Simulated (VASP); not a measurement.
Input of a VASP 6.6.1 run:

File INCAR:

```
SYSTEM = TaSi2
PREC = Accurate
ENCUT = 600
EDIFF = 1E-6
ISMEAR = 0
SIGMA = 0.1
LREAL = .FALSE.
LASPH = .TRUE.
NELM = 80
ALGO = Normal
ISIF = 3
LWAVE = .FALSE.
LCHARG = .FALSE.
GGA = PE
IBRION = 2
NSW = 90
EDIFFG = -0.04
```

Contents of KPOINTS:

```
Automatic mesh
0
G
  6 6 6
  0 0 0
```

The input POSCAR:

```
TaSi2
1.0
    0.0000000000      2.9049570100      2.9049570100
    2.9049570100      0.0000000000      2.9049570100
    2.9049570100      2.9049570100      0.0000000000
Ta Si
1 2
Direct
    0.2500000000      0.2500000000      0.2500000000
    0.7500000000      0.7500000000      0.7500000000
    0.5000000000      0.5000000000      0.5000000000
```

Potentials or basis: VASP PAW PBE potentials, release 64 (Ta_pv, Si).

Launch:

```bash
$ cat potpaw_PBE.64/Ta_pv/POTCAR potpaw_PBE.64/Si/POTCAR > POTCAR
$ mpirun -np 1 vasp_std > vasp.out
```

(1) What does it give for the relaxed cell?

(2) What does it give for the space group after relaxing (to 0.05 Å)?

(3) Predict the relaxed volume.

Answers

(1) a = 4.183 Å, b = 4.183 Å, c = 4.183 Å, α = 60.00°, β = 60.00°, γ = 60.00°.

(2) F-43m (No. 216).

(3) 17.25 Å³/atom.
